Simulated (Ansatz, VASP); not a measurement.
**Two plane-wave programs on B**

```
B
1.0
    -0.95792    0.95792    0.95792
     0.95792   -0.95792    0.95792
     0.95792    0.95792   -0.95792
B
1
Direct
  0.00000 0.00000 0.00000
```

Change from the starting cell: volume scaled by 0.58, PAW files.

Alike in both runs: task single point; functional PBEsol; k mesh 25 × 25 × 25; occupations fermi-dirac, width 0.08 eV; no spin polarisation.

```csv
,VASP,Ansatz
version,VASP 6.6.1,Ansatz 0.2.0
potentials or method,"VASP PAW PBE potentials, release 64 (B)","PAW with Ansatz's default frozen-core files, scalar-relativistic"
plane-wave cutoff (eV),520,420
valence electrons in the cell,3,3
```

Ansatz gave:

```
pressure (GPa) : 356.6
```

**Question.** What did VASP give for the same quantities?

**Answer.** Pressure (GPa): 358.3.

VASP's potentials were made for PBE, not for PBEsol. Both programs put the cell under a high pressure, so it lies far from rest at this level.

Noted on VASP's run: the cell as given lies far from equilibrium.
